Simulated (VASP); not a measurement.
# Se (a cell with a defect) in VASP: single point with LDA

Aim: the single point of Se (a cell with a defect) with LDA.

Everything below comes from runs of VASP 6.6.1. Logs are shortened: lines on timing, memory, paths and dates and some standing lists are left out, and cuts for length are marked.

### Step 1. The cell of the first run

The cell holds a defect, 23 atoms: a = 8.820 Å, b = 8.820 Å, c = 10.006 Å, α = 90.00°, β = 90.00°, γ = 120.00°.

### Step 2. Single point, LDA

The input, INCAR:

```
PREC     = Accurate       # precision mode
ENCUT    = 520            # plane-wave cutoff, eV
EDIFF    = 1E-6           # SCF threshold, eV
ISMEAR   = 1              # smearing method
SIGMA    = 0.15           # smearing width, eV
LREAL    = Auto         
LASPH    = True           # aspherical terms in the spheres
NELM     = 100            # most SCF steps
ALGO     = Normal         # electronic algorithm
ISIF     = 2              # what is computed and relaxed
LWAVE    = False          # write WAVECAR
LCHARG   = True           # write CHGCAR
GGA      = CA             # functional
LELF     = True           # ELF
LVHAR    = True         
NBANDS   = 86             # bands
```

The input, KPOINTS:

```
Automatic mesh
0
Gamma
  2 2 2
```

The input, POSCAR:

```
Se
1.0
    8.8195704500      0.0000000100      0.0000000000
   -4.4097852300      7.6379720500      0.0000000000
    0.0000000000      0.0000000000     10.0060979400
Se
23
Direct
   -0.0103777241      0.1479951737      0.3314010137
    0.3519557927      0.3689585374      0.4931053073
    0.1140468787      0.0281432031      0.6724877210
    0.0028882124      0.1424363683      0.8543123455
    0.3628333688      0.3739831696      0.9946823487
    0.1146503758      0.4829450769      0.1610351018
    0.0063638101      0.5891520642      0.3310105518
    0.4175498616      0.8976576441      0.5029171242
    0.1134197890      0.4800401173      0.6644110461
   -0.0160243341      0.5794722698      0.8264972070
    0.4191045966      0.8941506922      1.0025484520
    0.6490572134      0.0106843797      0.1673401570
    0.5121091308      0.1112223231      0.3345935669
    0.8847651933      0.3619951701      0.4946848442
    0.6419739524      0.0117417284      0.6713062415
    0.5147611922      0.1138637310      0.8375284802
    0.8752396299      0.3663234132      0.9976292517
    0.5878347793      0.4825890917      0.1610656831
    0.4827352179      0.5985591418      0.3281675854
    0.8974264553      0.9311595990      0.4982052974
    0.5789396316      0.4789357660      0.6585381274
    0.4853933063      0.5996689913      0.8291367974
    0.9465101884      0.9859657696      1.0552164353
```

Potentials or basis: VASP PAW LDA potentials, release 64 (Se).

The run is started by

```
> cat potpaw_LDA.64/Se/POTCAR > POTCAR
> mpirun -np 1 vasp_std > vasp.out
```

OUTCAR:

```text
PREC = Accurate
   ENCUT = 520
   EDIFF = 1E-6
   ISMEAR = 1
   LREAL = Auto
   LASPH = True
   NELM = 100
   ISIF = 2
   GGA = CA

 ion  position               nearest neighbor table
   1  0.990  0.148  0.331-  20 2.36
   2  0.352  0.369  0.493-  21 2.40  19 2.41
   3  0.114  0.028  0.672-  20 2.41   4 2.51
   4  0.003  0.142  0.854-  23 2.35   3 2.51
   5  0.363  0.374  0.995-  22 2.39  18 2.39
   6  0.115  0.483  0.161-   7 2.36  17 2.45
   7  0.006  0.589  0.331-   6 2.36  14 2.39
[... 13 lines left out ...]
  21  0.579  0.479  0.659-  22 2.37   2 2.40
  22  0.485  0.600  0.829-  21 2.37   5 2.39
  23  0.947  0.986  0.055-   4 2.35

  LATTYP: Found a hexagonal cell.
 ALAT       =     8.8195704500
 C/A-ratio  =     1.1345334783

  Lattice vectors:

 A1 = (   8.8195704500,   0.0000000100,   0.0000000000)
 A2 = (  -4.4097852300,   7.6379720500,   0.0000000000)
 A3 = (   0.0000000000,   0.0000000000,  10.0060979400)

Analysis of symmetry for initial positions (statically):
=====================================================================
 Subroutine PRICEL returns:
 Original cell was already a primitive cell.

 Routine SETGRP: Setting up the symmetry group for a
 hexagonal supercell.

 Subroutine GETGRP returns: Found  1 space group operations
 (whereof  1 operations were pure point group operations)
 out of a pool of 24 trial point group operations.

The static configuration has the point symmetry C_1 .

Analysis of symmetry for dynamics (positions and initial velocities):
=====================================================================
 Subroutine PRICEL returns:
 Original cell was already a primitive cell.

 Routine SETGRP: Setting up the symmetry group for a
 hexagonal supercell.

 Subroutine GETGRP returns: Found  1 space group operations
 (whereof  1 operations were pure point group operations)
 out of a pool of 24 trial point group operations.

The dynamic configuration has the point symmetry C_1 .

 Subroutine INISYM returns: Found  1 space group operations
 (whereof  1 operations are pure point group operations),
 and found     1 'primitive' translations

----------------------------------------------------------------------------------------

                                     Primitive cell

  volume of cell :     674.0471

  direct lattice vectors                    reciprocal lattice vectors
     8.819570450  0.000000010  0.000000000     0.113384207  0.065462402  0.000000000
    -4.409785230  7.637972050  0.000000000    -0.000000000  0.130924805  0.000000000
     0.000000000  0.000000000 10.006097940     0.000000000  0.000000000  0.099939058

  length of vectors
     8.819570450  8.819570444 10.006097940     0.130924805  0.130924805  0.099939058

  position of ions in fractional coordinates (direct lattice)
     0.989622276  0.147995174  0.331401014
     0.351955793  0.368958537  0.493105307
     0.114046879  0.028143203  0.672487721
     0.002888212  0.142436368  0.854312345
     0.362833369  0.373983170  0.994682349
     0.114650376  0.482945077  0.161035102
[... 15 lines left out ...]
     0.485393306  0.599668991  0.829136797
     0.946510188  0.985965770  0.055216435

  ion indices of the primitive-cell ions
   primitive index   ion index
                 1           1
                 2           2
                 3           3
                 4           4
                 5           5
                 6           6
[... 15 lines left out ...]
                22          22
                23          23

----------------------------------------------------------------------------------------

 KPOINTS: Automatic mesh

Automatic generation of k-mesh.
 Grid dimensions read from file:
 generate k-points for:    2    2    2

 Generating k-lattice:

  Cartesian coordinates                     Fractional coordinates (reciprocal lattice)
     0.056692103  0.032731201  0.000000000     0.500000000 -0.000000000  0.000000000
    -0.000000000  0.065462402  0.000000000     0.000000000  0.500000000  0.000000000
     0.000000000  0.000000000  0.049969529     0.000000000  0.000000000  0.500000000

  Length of vectors
     0.065462402  0.065462402  0.049969529

  Shift w.r.t. Gamma in fractional coordinates (k-lattice)
     0.000000000  0.000000000  0.000000000

 Subroutine IBZKPT returns following result:
 ===========================================

 Found      8 irreducible k-points:

 Following reciprocal coordinates:
            Coordinates               Weight
  0.000000  0.000000  0.000000      1.000000
  0.500000  0.000000  0.000000      1.000000
 -0.000000  0.500000  0.000000      1.000000
  0.500000  0.500000  0.000000      1.000000
  0.000000  0.000000  0.500000      1.000000
  0.500000  0.000000  0.500000      1.000000
 -0.000000  0.500000  0.500000      1.000000
  0.500000  0.500000  0.500000      1.000000
   k-points           NKPTS =      8   k-points in BZ     NKDIM =      8   number of bands    NBANDS=     86
   number of dos      NEDOS =    301   number of ions     NIONS =     23
   total plane-waves  NPLWV = 392000
   dimension x,y,z NGX =    70 NGY =   70 NGZ =   80
   dimension x,y,z NGXF=   140 NGYF=  140 NGZF=  160
   ions per type =              23
   NGX,Y,Z   is equivalent  to a cutoff of  13.19, 13.19, 13.29 a.u.
   NGXF,Y,Z  is equivalent  to a cutoff of  26.39, 26.39, 26.58 a.u.
 SYSTEM =  unknown system
   PREC   = accura    normal or accurate (medium, high low for compatibility)
   ISTART =      0    job   : 0-new  1-cont  2-samecut
   ICHARG =      2    charge: 1-file 2-atom 10-const
   ISPIN  =      1    spin polarized calculation?
   LNONCOLLINEAR =      F non collinear calculations
   LSORBIT =      F    spin-orbit coupling
   LASPH  =      T    aspherical Exc in radial PAW
   ENCUT  =  520.0 eV  38.22 Ry    6.18 a.u.  16.40 16.40 18.60*2*pi/ulx,y,z
   NELM   =    100;   NELMIN=  2; NELMDL= -5     # of ELM steps
   EDIFF  = 0.1E-05   stopping-criterion for ELM
   LREAL  =      T    real-space projection
   EDIFFG = 0.1E-04   stopping-criterion for IOM
   NSW    =      0    number of steps for IOM
   IBRION =     -1    ionic relax: 0-MD 1-quasi-New 2-CG
   NFREE  =      0    steps in history (QN), initial steepest desc. (CG)
   ISIF   =      2    stress and relaxation
   ISYM   =      2    0-nonsym 1-usesym 2-fastsym
   POTIM  = 0.5000    time-step for ionic-motion
   TEBEG  =    0.0;   TEEND  =   0.0 temperature during run
   PSTRESS=    0.0 pullay stress
   NELECT =     138.0000    total number of electrons
   NUPDOWN=      -1.0000    fix difference up-down
   EMIN   =  10.00;   EMAX   =-10.00  energy-range for DOS
   EFERMI =   0.00;   METHOD = LEGACY
   ISMEAR =     1;   SIGMA  =   0.15  broadening in eV -4-tet -1-fermi 0-gaus
   EFERMI_NEDOS =   21; number of points for ismear=-14 and -15
   IALGO  =     38    algorithm
   IMIX   =      4    mixing-type and parameters
     AMIX     =   0.40;   BMIX     =  1.00
     AMIX_MAG =   1.60;   BMIX_MAG =  1.00
  volume/ion in A,a.u.               =      29.31       197.77
  Fermi-wavevector in a.u.,A,eV,Ry     =   0.964875  1.823350 12.666806  0.930984
  Thomas-Fermi vector in A             =   2.094544
   LORBIT       =      0    0 simple, 1 ext, 2 COOP (PROOUT), +10 PAW based schemes
   GGA     = CA    functional components
   LHFCALC =     F    Hartree Fock is set to
   AEXX    =    0.0000 exact exchange contribution
   IVDW    =     0    specifies the selected vdW correction
   LEPSILON=     F    determine dielectric tensor
   LRPA    =     F    only Hartree local field effects (RPA)
 non-spin polarized calculation
 Methfessel and Paxton  Order N= 1 SIGMA  =   0.15
  energy-cutoff  :      520.00
  volume of cell :      674.05
 maximum number of plane-waves:     18206
 NGX is ok and might be reduce to    70
   NGX = 33   NGY = 33   NGZ = 37

 number of electron     137.9999999 magnetization

 Free energy of the ion-electron system (eV)
  ---------------------------------------------------
  ext. energy  EPLUGINS =         0.00000000
  ---------------------------------------------------
  free energy    TOTEN  =       -92.68093645 eV

  energy without entropy =      -92.69471323  energy(sigma->0) =      -92.68552871

 E-fermi :   2.0609     XC(G=0):  -8.8163

 val. band max:        2.0147101381   @ k =   0.0000   0.0000   0.0000
 cond. band min:       2.1155745160   @ k =   0.0000   0.0000   0.5000
 fundamental gap:      0.1008643779
 Fermi energy:         2.0608961477

 k-point     1 :       0.0000    0.0000    0.0000
  band No.  band energies     occupation
      1     -13.6950      2.00000
      2     -13.2458      2.00000
      3     -13.1528      2.00000
      4     -12.8531      2.00000
      5     -12.6526      2.00000
      6     -12.5069      2.00000
[... 73 lines left out ...]
     80       4.0338     -0.00000
     81       4.1825     -0.00000

 k-point     2 :       0.5000    0.0000    0.0000
  band No.  band energies     occupation
      1     -13.5747      2.00000
      2     -13.4041      2.00000
      3     -13.1476      2.00000
      4     -12.8532      2.00000
      5     -12.5979      2.00000
      6     -12.4215      2.00000
[... 73 lines left out ...]
     80       4.2314     -0.00000
     81       4.3698     -0.00000

 k-point     3 :      -0.0000    0.5000    0.0000
  band No.  band energies     occupation
      1     -13.6179      2.00000
      2     -13.2976      2.00000
      3     -13.2083      2.00000
      4     -12.8558      2.00000
      5     -12.6047      2.00000
      6     -12.4763      2.00000
[... 73 lines left out ...]
     80       4.2633     -0.00000
     81       4.3267     -0.00000

 k-point     4 :       0.5000    0.5000    0.0000
  band No.  band energies     occupation
      1     -13.6141      2.00000
      2     -13.3261      2.00000
      3     -13.1729      2.00000
      4     -12.8694      2.00000
      5     -12.6162      2.00000
      6     -12.4479      2.00000
[... 73 lines left out ...]
     80       4.2849     -0.00000
     81       4.3858     -0.00000

 k-point     5 :       0.0000    0.0000    0.5000
  band No.  band energies     occupation
      1     -13.4602      2.00000
      2     -13.3728      2.00000
      3     -12.9987      2.00000
      4     -12.9690      2.00000
      5     -12.9386      2.00000
      6     -12.8273      2.00000
[... 73 lines left out ...]
     80       4.0268     -0.00000
     81       4.0966     -0.00000

 k-point     6 :       0.5000    0.0000    0.5000
  band No.  band energies     occupation
      1     -13.3608      2.00000
      2     -13.2418      2.00000
      3     -13.1826      2.00000
      4     -13.0750      2.00000
      5     -12.9332      2.00000
      6     -12.8452      2.00000
[... 73 lines left out ...]
     80       4.2020     -0.00000
     81       4.2433     -0.00000

 k-point     7 :      -0.0000    0.5000    0.5000
  band No.  band energies     occupation
      1     -13.3859      2.00000
      2     -13.3048      2.00000
      3     -13.0826      2.00000
      4     -12.9918      2.00000
      5     -12.9645      2.00000
      6     -12.8926      2.00000
[... 73 lines left out ...]
     80       4.1462     -0.00000
     81       4.3273     -0.00000

 k-point     8 :       0.5000    0.5000    0.5000
  band No.  band energies     occupation
      1     -13.3882      2.00000
      2     -13.2898      2.00000
      3     -13.1060      2.00000
      4     -13.0134      2.00000
      5     -12.9607      2.00000
      6     -12.8520      2.00000
[... 73 lines left out ...]
     80       4.2014     -0.00000
     81       4.3589     -0.00000
 [bands above 81 left out]

------------------------ aborting loop because EDIFF is reached ----------------------------------------

  FORCE on cell =-STRESS in cart. coord.  units (eV):
  Direction    XX          YY          ZZ          XY          YZ          ZX
  --------------------------------------------------------------------------------------
  -------------------------------------------------------------------------------------
  Total       -8.7834645     -8.3142714    -12.2870867     -0.2324757     -0.6195628      0.0049600
  in kB      -20.8778698    -19.7626205    -29.2058100     -0.5525835     -1.4726707      0.0117898
  external PRESSURE =     -23.2821001 kB  Pullay stress =       0.0000000 kB

 VOLUME and BASIS-vectors are now :
 -----------------------------------------------------------------------------
  energy-cutoff  :      520.00
  volume of cell :      674.05
      direct lattice vectors                 reciprocal lattice vectors
     8.819570450  0.000000010  0.000000000     0.113384207  0.065462402  0.000000000
    -4.409785230  7.637972050  0.000000000    -0.000000000  0.130924805  0.000000000
     0.000000000  0.000000000 10.006097940     0.000000000  0.000000000  0.099939058

 POSITION                                       TOTAL-FORCE (eV/Angst)
 -----------------------------------------------------------------------------------
      8.07542      1.13038      3.31603         0.021303      0.006361      0.101451
      1.47707      2.81809      4.93406        -0.054773     -0.061961     -0.027998
      0.88174      0.21496      6.72898         0.092740     -0.069478     -0.066972
     -0.60264      1.08793      8.54833        -0.075250     -0.005637      0.029643
      1.55085      2.85647      9.95289        -0.018229      0.000221     -0.006475
     -1.11852      3.68872      1.61133         0.017250     -0.008601      0.004957
[... 15 lines left out ...]
      1.63655      4.58025      8.29642        -0.012453      0.058242      0.008878
      3.99992      7.53078      0.55250        -0.144431     -0.173073     -0.093136
 -----------------------------------------------------------------------------------
    total drift:                                0.006045     -0.034316      0.020663

  FREE ENERGIE OF THE ION-ELECTRON SYSTEM (eV)
  ---------------------------------------------------
  free  energy   TOTEN  =       -92.6809364524 eV

  energy  without entropy=      -92.6947132290  energy(sigma->0) =      -92.68552871
```

Wall time 31 min (1 thread of AMD EPYC 7R43 (Zen 3), shared host); peak memory 0.6 GiB.

Results:

```
Free energy            : -92.6809 eV
Pressure               : -2.3 GPa
Largest force          : 0.244 eV/Å
Band gap on the k mesh : 0.10 eV
```

Forces in eV/Å, atoms in the order of the input:
```
Se   0.021  0.006  0.101
Se  -0.055 -0.062 -0.028
Se   0.093 -0.069 -0.067
Se  -0.075 -0.006  0.030
Se  -0.018  0.000 -0.006
Se   0.017 -0.009  0.005
Se  -0.003  0.046 -0.023
Se   0.017 -0.043  0.001
Se   0.008  0.002 -0.035
Se  -0.006  0.048 -0.028
Se   0.036 -0.015  0.043
Se   0.007  0.007  0.004
Se  -0.015  0.031 -0.020
Se  -0.008  0.001  0.020
Se   0.053 -0.006  0.008
Se  -0.039  0.053 -0.003
Se  -0.039 -0.011 -0.012
Se   0.063  0.031  0.022
Se  -0.004  0.039  0.005
Se   0.028  0.063  0.064
Se   0.078  0.009  0.004
Se  -0.012  0.058  0.009
Se  -0.144 -0.173 -0.093
```
